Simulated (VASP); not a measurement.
Set up this calculation in VASP 6.6.1, as the native input.

- Task: single point
- Functional: PBEsol
- Potentials or basis: VASP PAW PBE potentials, release 64 (Al, Cu)
- Cutoff: 520 eV
- k mesh: 6 × 6 × 6
- Occupations: gaussian, width 0.1 eV
- Spin: no spin polarisation
- Dipole correction: no
- Further INCAR settings: LREAL = Auto; ALGO = Fast; EDIFF = 1e-06; NBANDS = 110

The structure of AlCu4 lies in POSCAR:

```
AlCu4
1.0
    6.0976054138      0.0000000000      0.0000000000
    0.0000000000      6.0976054138      0.0000000000
    0.0000000000      0.0000000000      6.0976054138
Al Cu
4 16
Direct
    0.4396843227      0.9396843227      0.5603156773
    0.9396843227      0.5603156773      0.4396843227
    0.5603156773      0.4396843227      0.9396843227
    0.0603156773      0.0603156773      0.0603156773
    0.8092369083      0.3092369083      0.1907630917
    0.3092369083      0.1907630917      0.8092369083
    0.1907630917      0.8092369083      0.3092369083
    0.6907630917      0.6907630917      0.6907630917
    0.0469207512      0.8752524605      0.7013542830
    0.2986457170      0.5469207512      0.6247475395
    0.3752524605      0.7986457170      0.9530792488
    0.5469207512      0.6247475395      0.2986457170
    0.7986457170      0.9530792488      0.3752524605
    0.8752524605      0.7013542830      0.0469207512
    0.9530792488      0.3752524605      0.7986457170
    0.7013542830      0.0469207512      0.8752524605
    0.6247475395      0.2986457170      0.5469207512
    0.4530792488      0.1247475395      0.2013542830
    0.2013542830      0.4530792488      0.1247475395
    0.1247475395      0.2013542830      0.4530792488
```

These files were run (other wordings do the same):

INCAR

```
ALGO = Fast
EDIFF = 1E-6
ENCUT = 520
GGA = PS
ISIF = 2
ISMEAR = 0
LASPH = T
LCHARG = F
LREAL = Auto
LWAVE = F
NBANDS = 110
NELM = 80
PREC = Accurate
SIGMA = 0.1
```

KPOINTS

```
k-points
0
Gamma
  6 6 6
```

Potentials or basis: VASP PAW PBE potentials, release 64 (Al, Cu).

The run is started by

```console
$ cat potpaw_PBE.64/Al/POTCAR potpaw_PBE.64/Cu/POTCAR > POTCAR
$ mpirun -np 1 vasp_std > vasp.out
```

Results of the run:

```yaml
Pressure: 10.7 GPa
Largest_force: 0.005 eV/Å
Band_gap_on_the_k_mesh: zero (bands 94 and 95 overlap by 0.98 eV)
```

Caveat: the cell stands under pressure; the PAW data sets were made with another functional, which shifts forces and pressure a little.

It took 13 min on 1 thread of AMD EPYC 9R45 96-Core Processor (Zen 5), with other jobs on the host, peak memory 0.53 GiB.
